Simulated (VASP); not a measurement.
# TePb (Fm-3m) in VASP: a series of runs

The runs below take TePb through single point, with PBE.

Program: VASP 6.6.1. These are calculated values, not measurements. Logs are shortened: lines on timing, memory, paths and dates and some standing lists are left out, and cuts for length are marked.

## (1) The cell of the first run

Symmetry: Fm-3m, No. 225, cubic system. The conventional cell has a = 6.536 Å, b = 6.536 Å, c = 6.536 Å, α = 90.00°, β = 90.00°, γ = 90.00°. Within 4.3 Å of Pb (site symmetry m-3m) lie 6 Te at 3.27 Å. Within 4.3 Å of Te (site symmetry m-3m) lie 6 Pb at 3.27 Å.

## (2) Single point, PBE

Input file INCAR:

```
SYSTEM = TePb
  PREC = Accurate
  ENCUT = 520
  EDIFF = 1E-6
  ISMEAR = 0
  SIGMA = 0.5
  LREAL = .False.
  LASPH = .True.
  NELM = 60
  ALGO = Normal
  ISIF = 2
  LWAVE = .False.
  LCHARG = .False.
  GGA = PE
  NBANDS = 17
```

Input file KPOINTS:

```
regular mesh
0
Gamma
  6 6 6
  0 0 0
```

Input file POSCAR:

```
TePb
1.0
    0.0000000000      3.2678368418      3.2678368418
    3.2678368418      0.0000000000      3.2678368418
    3.2678368418      3.2678368418      0.0000000000
Pb Te
1 1
Direct
    0.0000000000      0.0000000000      0.0000000000
    0.5000000000      0.5000000000      0.5000000000
```

Potentials or basis: VASP PAW PBE potentials, release 64 (Pb_d, Te).

Command:

```bash
$ cat potpaw_PBE.64/Pb_d/POTCAR potpaw_PBE.64/Te/POTCAR > POTCAR
$ mpirun -np 1 vasp_std > vasp.out
```

OUTCAR:

```text
SYSTEM = TePb
   PREC = Accurate
   ENCUT = 520
   EDIFF = 1E-6
   ISMEAR = 0
   LREAL = .False.
   LASPH = .True.
   NELM = 60
   ISIF = 2
   GGA = PE

 ion  position               nearest neighbor table
   1  0.000  0.000  0.000-   2 3.27   2 3.27   2 3.27   2 3.27   2 3.27   2 3.27
   2  0.500  0.500  0.500-   1 3.27   1 3.27   1 3.27   1 3.27   1 3.27   1 3.27

  LATTYP: Found a face centered cubic cell.
 ALAT       =     6.5356736836

  Lattice vectors:

 A1 = (   0.0000000000,   3.2678368418,   3.2678368418)
 A2 = (   3.2678368418,   0.0000000000,   3.2678368418)
 A3 = (   3.2678368418,   3.2678368418,   0.0000000000)

Analysis of symmetry for initial positions (statically):
=====================================================================
 Subroutine PRICEL returns:
 Original cell was already a primitive cell.

 Routine SETGRP: Setting up the symmetry group for a
 face centered cubic supercell.

 Subroutine GETGRP returns: Found 48 space group operations
 (whereof 48 operations were pure point group operations)
 out of a pool of 48 trial point group operations.

The static configuration has the point symmetry O_h .

Analysis of symmetry for dynamics (positions and initial velocities):
=====================================================================
 Subroutine PRICEL returns:
 Original cell was already a primitive cell.

 Routine SETGRP: Setting up the symmetry group for a
 face centered cubic supercell.

 Subroutine GETGRP returns: Found 48 space group operations
 (whereof 48 operations were pure point group operations)
 out of a pool of 48 trial point group operations.

The dynamic configuration has the point symmetry O_h .

 Subroutine INISYM returns: Found 48 space group operations
 (whereof 48 operations are pure point group operations),
 and found     1 'primitive' translations

----------------------------------------------------------------------------------------

                                     Primitive cell

  volume of cell :      69.7929

  direct lattice vectors                    reciprocal lattice vectors
     0.000000000  3.267836842  3.267836842    -0.153006415  0.153006415  0.153006415
     3.267836842  0.000000000  3.267836842     0.153006415 -0.153006415  0.153006415
     3.267836842  3.267836842  0.000000000     0.153006415  0.153006415 -0.153006415

  length of vectors
     4.621419181  4.621419181  4.621419181     0.265014885  0.265014885  0.265014885

  position of ions in fractional coordinates (direct lattice)
[... 70 lines left out ...]
   EDIFF  = 0.1E-05   stopping-criterion for ELM
   LREAL  =      F    real-space projection
   EDIFFG = 0.1E-04   stopping-criterion for IOM
   NSW    =      0    number of steps for IOM
   IBRION =     -1    ionic relax: 0-MD 1-quasi-New 2-CG
   NFREE  =      0    steps in history (QN), initial steepest desc. (CG)
   ISIF   =      2    stress and relaxation
   ISYM   =      2    0-nonsym 1-usesym 2-fastsym
   POTIM  = 0.5000    time-step for ionic-motion
   TEBEG  =    0.0;   TEEND  =   0.0 temperature during run
   PSTRESS=    0.0 pullay stress
   NELECT =      20.0000    total number of electrons
   NUPDOWN=      -1.0000    fix difference up-down
   EMIN   =  10.00;   EMAX   =-10.00  energy-range for DOS
   EFERMI =   0.00;   METHOD = LEGACY
   ISMEAR =     0;   SIGMA  =   0.50  broadening in eV -4-tet -1-fermi 0-gaus
   EFERMI_NEDOS =   21; number of points for ismear=-14 and -15
   IALGO  =     38    algorithm
   IMIX   =      4    mixing-type and parameters
     AMIX     =   0.40;   BMIX     =  1.00
     AMIX_MAG =   1.60;   BMIX_MAG =  1.00
  volume/ion in A,a.u.               =      34.90       235.49
  Fermi-wavevector in a.u.,A,eV,Ry     =   1.079314  2.039608 15.849680  1.164919
  Thomas-Fermi vector in A             =   2.215276
   LORBIT       =      0    0 simple, 1 ext, 2 COOP (PROOUT), +10 PAW based schemes
   GGA     = PE    functional components
   LHFCALC =     F    Hartree Fock is set to
   AEXX    =    0.0000 exact exchange contribution
   IVDW    =     0    specifies the selected vdW correction
   LEPSILON=     F    determine dielectric tensor
   LRPA    =     F    only Hartree local field effects (RPA)
 non-spin polarized calculation
 Gauss-broadening in eV      SIGMA  =   0.50
  energy-cutoff  :      520.00
  volume of cell :       69.79
 maximum number of plane-waves:      1895
 NGX is ok and might be reduce to    36
   NGX = 17   NGY = 17   NGZ = 17

 number of electron      20.0000002 magnetization

 Free energy of the ion-electron system (eV)
  ---------------------------------------------------
  ext. energy  EPLUGINS =         0.00000000
  ---------------------------------------------------
  free energy    TOTEN  =        -7.52476405 eV

  energy without entropy =       -7.51123204  energy(sigma->0) =       -7.51799805

 E-fermi :   5.6905     XC(G=0):  -9.1497

 val. band max:        5.1839878886   @ k =   0.5000   0.0000   0.0000
 cond. band min:       5.9890681139   @ k =   0.5000   0.0000   0.0000
 fundamental gap:      0.8050802253
 Fermi energy:         5.6905284710

 k-point     1 :       0.0000    0.0000    0.0000
  band No.  band energies     occupation
      1     -11.4767      2.00000
      2     -11.4767      2.00000
      3     -11.4698      2.00000
      4     -11.4698      2.00000
      5     -11.4698      2.00000
      6      -6.5531      2.00000
[... 297 lines left out ...]
      4     -11.4553      2.00000
      5     -11.4473      2.00000
      6      -4.8866      2.00000
[... 9 lines left out ...]
     16      15.7764      0.00000
     17      16.5857      0.00000

------------------------ aborting loop because EDIFF is reached ----------------------------------------

  FORCE on cell =-STRESS in cart. coord.  units (eV):
  Direction    XX          YY          ZZ          XY          YZ          ZX
  --------------------------------------------------------------------------------------
  -------------------------------------------------------------------------------------
  Total        0.2354075      0.2354075      0.2354075      0.0000000     -0.0000000      0.0000000
  in kB        5.4040550      5.4040550      5.4040550      0.0000000     -0.0000000      0.0000000
  external PRESSURE =       5.4040550 kB  Pullay stress =       0.0000000 kB

 VOLUME and BASIS-vectors are now :
 -----------------------------------------------------------------------------
  energy-cutoff  :      520.00
  volume of cell :       69.79
      direct lattice vectors                 reciprocal lattice vectors
     0.000000000  3.267836842  3.267836842    -0.153006415  0.153006415  0.153006415
     3.267836842  0.000000000  3.267836842     0.153006415 -0.153006415  0.153006415
     3.267836842  3.267836842  0.000000000     0.153006415  0.153006415 -0.153006415

 POSITION                                       TOTAL-FORCE (eV/Angst)
 -----------------------------------------------------------------------------------
      0.00000      0.00000      0.00000         0.000000      0.000000      0.000000
      3.26784      3.26784      3.26784        -0.000000      0.000000     -0.000000
 -----------------------------------------------------------------------------------
    total drift:                               -0.000000      0.000000      0.000000

  FREE ENERGIE OF THE ION-ELECTRON SYSTEM (eV)
  ---------------------------------------------------
  free  energy   TOTEN  =        -7.5247640529 eV

  energy  without entropy=       -7.5112320373  energy(sigma->0) =       -7.51799805
```

OSZICAR:

```text
N       E                     dE             d eps       ncg     rms          rms(c)
DAV:   1     0.152232762936E+03    0.15223E+03   -0.91781E+03   544   0.112E+03
DAV:   2     0.367078731614E+01   -0.14856E+03   -0.14338E+03   553   0.297E+02
DAV:   3    -0.734690486277E+01   -0.11018E+02   -0.10870E+02   706   0.864E+01
DAV:   4    -0.764802523059E+01   -0.30112E+00   -0.30084E+00   699   0.156E+01
DAV:   5    -0.766031235723E+01   -0.12287E-01   -0.12287E-01   794   0.305E+00    0.314E+00
DAV:   6    -0.752612429857E+01    0.13419E+00   -0.30023E-01   777   0.370E+00    0.195E+00
DAV:   7    -0.752278326369E+01    0.33410E-02   -0.85750E-02   673   0.139E+00    0.931E-01
DAV:   8    -0.752491280034E+01   -0.21295E-02   -0.10277E-02   651   0.102E+00    0.162E-01
DAV:   9    -0.752471617030E+01    0.19663E-03   -0.16086E-03   818   0.406E-01    0.700E-02
DAV:  10    -0.752475809366E+01   -0.41923E-04   -0.18148E-04   613   0.101E-01    0.196E-02
DAV:  11    -0.752476404800E+01   -0.59543E-05   -0.37662E-05   724   0.479E-02    0.154E-02
DAV:  12    -0.752476405295E+01   -0.49533E-08   -0.19682E-06   629   0.104E-02
   1 F= -.75247641E+01 E0= -.75179980E+01  d E =-.135320E-01
```

stdout:

```text
POSCAR found type information on POSCAR PbTe
 POSCAR found :  2 types and       2 ions
 scaLAPACK will be used
 LDA part: xc-table for (Slater+PW92), standard interpolation
 POSCAR, INCAR and KPOINTS ok, starting setup
 FFT: planning ... GRIDC
 FFT: planning ... GRID_SOFT
 FFT: planning ... GRID
 WAVECAR not read
 entering main loop
```

Run time: 8.8 s. Hardware: 1 thread of Intel Xeon 6975P-C (Granite Rapids), shared host; peak memory 0.2 GiB.

Results:

```
Free energy            : -7.5248 eV
Pressure               : 0.5 GPa
Band gap on the k mesh : 0.81 eV, direct
```

Caveat: spin-orbit coupling is left out, which moves the levels of the heavy elements. A k mesh can miss the band edges.

## (3) Single point, PBE

Input file INCAR:

```
ALGO = Normal
EDIFF = 1E-6
ENCUT = 520
GGA = PE
ISIF = 2
ISMEAR = 0
LASPH = True
LCHARG = True
LELF = True
LREAL = False
LVHAR = True
LWAVE = False
NBANDS = 17
NELM = 80
PREC = Accurate
SIGMA = 0.01
```

Input file KPOINTS:

```
k-points
0
Gamma
  6 6 6
```

POSCAR is that of step 2.

Potentials or basis: VASP PAW PBE potentials, release 64 (Pb_d, Te).

Command:

```bash
$ cat potpaw_PBE.64/Pb_d/POTCAR potpaw_PBE.64/Te/POTCAR > POTCAR
$ mpirun -np 1 vasp_std > vasp.out
```

Run time: 8.5 s. Hardware: 1 thread of Intel Xeon 6975P-C (Granite Rapids), shared host; peak memory 0.2 GiB.

Results (log left out):

```yaml
Free_energy: -7.5218 eV
Pressure: 0.6 GPa
Band_gap_on_the_k_mesh: 0.80 eV, direct
```

Levels at points of the mesh, in eV from the valence-band top:
```
           k point  band 8  band 9  band 10  band 11  band 12  band 13
(0.00, 0.00, 0.00)   -1.21   -1.21    -1.21     4.04     4.04     4.04
(0.50, 0.00, 0.00)   -0.78   -0.78     0.00     0.80     1.36     1.36
(0.50, 0.50, 0.00)   -4.23   -2.60    -2.60     3.44     5.36     5.36
```

Caveat: spin-orbit coupling is left out, which moves the levels of the heavy elements. A k mesh can miss the band edges.

[end of part 1 of 2]
